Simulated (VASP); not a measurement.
# GaAs in VASP: a series of runs, part 2 of 2

VASP 6.6.1. The steps go on from the part before.

### Step 5. Single point, PBE (z stretched by -3 %, then relaxed in part)

INCAR

```
PREC = Accurate ; ENCUT = 520
EDIFF = 1E-6 ; ISMEAR = -1
SIGMA = 0.02 ; LREAL = False
LASPH = True ; NELM = 60
ALGO = Normal ; ISIF = 2
LWAVE = False ; LCHARG = False
GGA = PE ; NBANDS = 16
```

KPOINTS

```
Automatic mesh
0
Gamma
  13 13 13
```

POSCAR

```
GaAs
1.0
    0.0000000000      2.8268500000      2.7420445000
    2.8268500000      0.0000000000      2.7420445000
    2.8268500000      2.8268500000      0.0000000000
Ga As
1 1
Direct
    0.0000000000      0.0000000000      0.0000000000
    0.2500000000      0.2500000000      0.2500000000
```

Potentials or basis: VASP PAW PBE potentials, release 64 (Ga_d, As).

Run with:

```
$ cat potpaw_PBE.64/Ga_d/POTCAR potpaw_PBE.64/As/POTCAR > POTCAR
$ mpirun -np 1 vasp_std > vasp.out
```

OUTCAR:

```text
PREC = Accurate
   ENCUT = 520
   EDIFF = 1E-6
   ISMEAR = -1
   LREAL = False
   LASPH = True
   NELM = 60
   ISIF = 2
   GGA = PE

 ion  position               nearest neighbor table
   1  0.000  0.000  0.000-   2 2.42   2 2.42   2 2.42   2 2.42
   2  0.250  0.250  0.250-   1 2.42   1 2.42   1 2.42   1 2.42

  LATTYP: Found a body centered tetragonal cell.
 ALAT       =     3.9977696088
 C/A-ratio  =     1.3717871555

  Lattice vectors:

 A1 = (   0.0000000000,  -2.8268500000,  -2.7420445000)
 A2 = (   0.0000000000,   2.8268500000,  -2.7420445000)
 A3 = (   2.8268500000,   0.0000000000,   2.7420445000)

Analysis of symmetry for initial positions (statically):
=====================================================================
 Subroutine PRICEL returns:
 Original cell was already a primitive cell.

 Routine SETGRP: Setting up the symmetry group for a
 body centered tetragonal supercell.

 Subroutine GETGRP returns: Found  8 space group operations
 (whereof  8 operations were pure point group operations)
 out of a pool of 16 trial point group operations.

The static configuration has the point symmetry D_2d.

Analysis of symmetry for dynamics (positions and initial velocities):
=====================================================================
 Subroutine PRICEL returns:
 Original cell was already a primitive cell.

 Routine SETGRP: Setting up the symmetry group for a
 body centered tetragonal supercell.

 Subroutine GETGRP returns: Found  8 space group operations
 (whereof  8 operations were pure point group operations)
 out of a pool of 16 trial point group operations.

The dynamic configuration has the point symmetry D_2d.

 Subroutine INISYM returns: Found  8 space group operations
 (whereof  8 operations are pure point group operations),
 and found     1 'primitive' translations

----------------------------------------------------------------------------------------

                                     Primitive cell

  volume of cell :      43.8238

  direct lattice vectors                    reciprocal lattice vectors
     0.000000000  2.826850000  2.742044500    -0.176875321  0.176875321  0.182345691
     2.826850000  0.000000000  2.742044500     0.176875321 -0.176875321  0.182345691
     2.826850000  2.826850000  0.000000000     0.176875321  0.176875321 -0.182345691

  length of vectors
     3.938259636  3.938259636  3.997769609     0.309547588  0.309547588  0.309547588

  position of ions in fractional coordinates (direct lattice)
     0.000000000  0.000000000  0.000000000
     0.250000000  0.250000000  0.250000000

  ion indices of the primitive-cell ions
   primitive index   ion index
                 1           1
                 2           2

----------------------------------------------------------------------------------------

 KPOINTS: Automatic mesh

Automatic generation of k-mesh.
 Grid dimensions read from file:
 generate k-points for:   13   13   13

 Generating k-lattice:

  Cartesian coordinates                     Fractional coordinates (reciprocal lattice)
    -0.013605794  0.013605794  0.014026592     0.076923077  0.000000000  0.000000000
     0.013605794 -0.013605794  0.014026592     0.000000000  0.076923077  0.000000000
     0.013605794  0.013605794 -0.014026592     0.000000000  0.000000000  0.076923077

  Length of vectors
     0.023811353  0.023811353  0.023811353

  Shift w.r.t. Gamma in fractional coordinates (k-lattice)
     0.000000000  0.000000000  0.000000000

 Subroutine IBZKPT returns following result:
 ===========================================

 Found    196 irreducible k-points:

 Following reciprocal coordinates:
            Coordinates               Weight
  0.000000  0.000000  0.000000      1.000000
  0.076923  0.000000  0.000000      8.000000
  0.153846  0.000000  0.000000      8.000000
  0.230769  0.000000  0.000000      8.000000
  0.307692  0.000000  0.000000      8.000000
  0.384615  0.000000  0.000000      8.000000
[... 16 lines left out ...]
  0.384615  0.153846  0.000000      8.000000
  0.461538  0.153846  0.000000      8.000000
 [... further k-points ...]
   k-points           NKPTS =    196   k-points in BZ     NKDIM =    196   number of bands    NBANDS=     16
   number of dos      NEDOS =    301   number of ions     NIONS =      2
   total plane-waves  NPLWV =  27000
   dimension x,y,z NGX =    30 NGY =   30 NGZ =   30
   dimension x,y,z NGXF=    60 NGYF=   60 NGZF=   60
   ions per type =               1   1
   NGX,Y,Z   is equivalent  to a cutoff of  12.66, 12.66, 12.48 a.u.
   NGXF,Y,Z  is equivalent  to a cutoff of  25.33, 25.33, 24.95 a.u.
 SYSTEM =  unknown system
   PREC   = accura    normal or accurate (medium, high low for compatibility)
   ISTART =      0    job   : 0-new  1-cont  2-samecut
   ICHARG =      2    charge: 1-file 2-atom 10-const
   ISPIN  =      1    spin polarized calculation?
   LNONCOLLINEAR =      F non collinear calculations
   LSORBIT =      F    spin-orbit coupling
   LASPH  =      T    aspherical Exc in radial PAW
   ENCUT  =  520.0 eV  38.22 Ry    6.18 a.u.   7.32  7.32  7.43*2*pi/ulx,y,z
   NELM   =     60;   NELMIN=  2; NELMDL= -5     # of ELM steps
   EDIFF  = 0.1E-05   stopping-criterion for ELM
   LREAL  =      F    real-space projection
   EDIFFG = 0.1E-04   stopping-criterion for IOM
   NSW    =      0    number of steps for IOM
   IBRION =     -1    ionic relax: 0-MD 1-quasi-New 2-CG
   NFREE  =      0    steps in history (QN), initial steepest desc. (CG)
   ISIF   =      2    stress and relaxation
   ISYM   =      2    0-nonsym 1-usesym 2-fastsym
   POTIM  = 0.5000    time-step for ionic-motion
   TEBEG  =    0.0;   TEEND  =   0.0 temperature during run
   PSTRESS=    0.0 pullay stress
   NELECT =      18.0000    total number of electrons
   NUPDOWN=      -1.0000    fix difference up-down
   EMIN   =  10.00;   EMAX   =-10.00  energy-range for DOS
   EFERMI =   0.00;   METHOD = LEGACY
   ISMEAR =    -1;   SIGMA  =   0.02  broadening in eV -4-tet -1-fermi 0-gaus
   EFERMI_NEDOS =   21; number of points for ismear=-14 and -15
   IALGO  =     38    algorithm
   IMIX   =      4    mixing-type and parameters
     AMIX     =   0.40;   BMIX     =  1.00
     AMIX_MAG =   1.60;   BMIX_MAG =  1.00
  volume/ion in A,a.u.               =      21.91       147.87
  Fermi-wavevector in a.u.,A,eV,Ry     =   1.216921  2.299647 20.148817  1.480896
  Thomas-Fermi vector in A             =   2.352259
   LORBIT       =      0    0 simple, 1 ext, 2 COOP (PROOUT), +10 PAW based schemes
   GGA     = PE    functional components
   LHFCALC =     F    Hartree Fock is set to
   AEXX    =    0.0000 exact exchange contribution
   IVDW    =     0    specifies the selected vdW correction
   LEPSILON=     F    determine dielectric tensor
   LRPA    =     F    only Hartree local field effects (RPA)
 non-spin polarized calculation
  energy-cutoff  :      520.00
  volume of cell :       43.82
 maximum number of plane-waves:      1219
 NGX is ok and might be reduce to    30
   NGX = 15   NGY = 15   NGZ = 15

 number of electron      18.0000009 magnetization

 Free energy of the ion-electron system (eV)
  ---------------------------------------------------
  ext. energy  EPLUGINS =         0.00000000
  ---------------------------------------------------
  free energy    TOTEN  =        -8.20739028 eV

  energy without entropy =       -8.20739028  energy(sigma->0) =       -8.20739028

 E-fermi :   4.6595     XC(G=0):  -9.7275

 val. band max:        4.3349509946   @ k =   0.0000   0.0000   0.0000
 cond. band min:       4.9681216194   @ k =   0.0000   0.0000   0.0000
 fundamental gap:      0.6331706248
 Fermi energy:         4.6595079729

 k-point     1 :       0.0000    0.0000    0.0000
  band No.  band energies     occupation
      1     -10.6448      2.00000
      2     -10.6448      2.00000
      3     -10.6372      2.00000
      4     -10.5581      2.00000
      5     -10.5533      2.00000
      6      -8.7252      2.00000
[... 8 lines left out ...]
     15      14.1237      0.00000
     16      14.6856      0.00000

 k-point     2 :       0.0769    0.0000    0.0000
  band No.  band energies     occupation
      1     -10.6496      2.00000
      2     -10.6433      2.00000
      3     -10.6372      2.00000
      4     -10.5582      2.00000
      5     -10.5533      2.00000
      6      -8.6520      2.00000
[... 8 lines left out ...]
     15      13.6745      0.00000
     16      14.1205      0.00000
[... 387 lines left out ...]
      5     -10.5455      2.00000
      6      -7.2751      2.00000
[... 8 lines left out ...]
     15      15.0129      0.00000
     16      15.7143      0.00000

 k-point    24 :       0.4615    0.1538    0.0000
  band No.  band energies     occupation
      1     -10.7334      2.00000
      2     -10.6165      2.00000
      3     -10.6155      2.00000
      4     -10.5646      2.00000
      5     -10.5454      2.00000
      6      -6.8720      2.00000
[... 8 lines left out ...]
     15      15.9650      0.00000
     16      16.6426      0.00000

 [... further k-points ...]
[... 5 lines left out ...]
  --------------------------------------------------------------------------------------
  -------------------------------------------------------------------------------------
  Total        1.4750124      1.4750124      1.9337811      0.0000000      0.0000000      0.0000000
  in kB       53.9257535     53.9257535     70.6981198      0.0000000      0.0000000      0.0000000
  external PRESSURE =      59.5165422 kB  Pullay stress =       0.0000000 kB

 VOLUME and BASIS-vectors are now :
 -----------------------------------------------------------------------------
  energy-cutoff  :      520.00
  volume of cell :       43.82
      direct lattice vectors                 reciprocal lattice vectors
     0.000000000  2.826850000  2.742044500    -0.176875321  0.176875321  0.182345691
     2.826850000  0.000000000  2.742044500     0.176875321 -0.176875321  0.182345691
     2.826850000  2.826850000  0.000000000     0.176875321  0.176875321 -0.182345691

 POSITION                                       TOTAL-FORCE (eV/Angst)
 -----------------------------------------------------------------------------------
      0.00000      0.00000      0.00000        -0.000000     -0.000000     -0.000000
      1.41342      1.41342      1.37102         0.000000      0.000000      0.000000
 -----------------------------------------------------------------------------------
    total drift:                                0.000002      0.000002      0.000000

  FREE ENERGIE OF THE ION-ELECTRON SYSTEM (eV)
  ---------------------------------------------------
  free  energy   TOTEN  =        -8.2073902777 eV

  energy  without entropy=       -8.2073902776  energy(sigma->0) =       -8.20739028
```

stdout:

```text
POSCAR found type information on POSCAR GaAs
 POSCAR found :  2 types and       2 ions
 scaLAPACK will be used
 LDA part: xc-table for (Slater+PW92), standard interpolation
 POSCAR, INCAR and KPOINTS ok, starting setup
 FFT: planning ... GRIDC
 FFT: planning ... GRID_SOFT
 FFT: planning ... GRID
 WAVECAR not read
 entering main loop
```

Run time: 4.9 min. Hardware: 1 thread of AMD EPYC 7R13, shared host; peak memory 0.25 GiB.

Results:

```yaml
Free_energy: -8.2074 eV
Pressure: 6.0 GPa
Band_gap_on_the_k_mesh: 0.63 eV, direct
```

Caveat: the cell differs from its parent crystal (z stretched by -3 %, then relaxed in part). A k mesh can miss the band edges.

### Step 6. Summary

| cell | gap on the mesh (eV) | pressure (GPa) |
| --- | --- | --- |
| a = 4.024 Å, angles 60.0°, 2 atoms | 0.37 | 2.0 |
| a = 4.050 Å, angles 60.0°, 2 atoms | 0.23 | 0.7 |
| a = 4.076 Å, angles 60.0°, 2 atoms | 0.09 | -0.4 |
| a = 3.938, b = 3.938, c = 3.998 Å, angles 59.5, 59.5, 61.0°, 2 atoms | 0.63 | 6.0 |

Alike in all rows: task single point; level PBE; potentials or basis VASP PAW PBE potentials, release 64 (Ga_d, As); no spin polarisation; k mesh 13 × 13 × 13; cutoff (eV) 520; smearing fermi-dirac 0.02 eV.

Absolute energies hang on the potentials; compare differences alone.
